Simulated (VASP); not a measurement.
Set up this calculation in VASP 6.6.1, as the native input.

* Task: single point
* Functional: PBE
* Potentials or basis: VASP PAW PBE potentials, release 64 (Cs_sv, Zn)
* Cutoff: 520 eV
* k mesh: 8 × 8 × 8
* Occupations: fermi-dirac, width 0.05 eV
* Spin: no spin polarisation
* Dipole correction: no
* Further INCAR settings: ALGO = Normal; EDIFF = 1e-07; NBANDS = 18

The structure of CsZn (CsCl type) lies in POSCAR:

```
CsZn
1.0
    4.0719673226      0.0000000000      0.0000000000
    0.0000000000      4.0719673226      0.0000000000
    0.0000000000      0.0000000000      4.0719673226
Cs Zn
1 1
Direct
    0.0000000000      0.0000000000      0.0000000000
    0.5000000000      0.5000000000      0.5000000000
```

This cell differs from its parent crystal: volume scaled by 0.7.

These files were run (other wordings do the same):

INCAR

```
SYSTEM = CsZn
  PREC = Accurate
  ENCUT = 520
  EDIFF = 1E-7
  ISMEAR = -1
  SIGMA = 0.05
  LREAL = .False.
  LASPH = .True.
  NELM = 80
  ALGO = Normal
  ISIF = 2
  LWAVE = .False.
  LCHARG = .False.
  GGA = PE
  NBANDS = 18
```

KPOINTS

```
regular mesh
0
Gamma
  8 8 8
  0 0 0
```

Potentials or basis: VASP PAW PBE potentials, release 64 (Cs_sv, Zn).

Command:

```console
$ cat potpaw_PBE.64/Cs_sv/POTCAR potpaw_PBE.64/Zn/POTCAR > POTCAR
$ mpirun -np 1 vasp_std > vasp.out
```

Results of the run:

```json
{
  "Pressure": "4.3 GPa"
}
```

It took 63 s on 1 thread of Intel Xeon 8259CL, with other jobs on the host, peak memory 0.19 GiB.
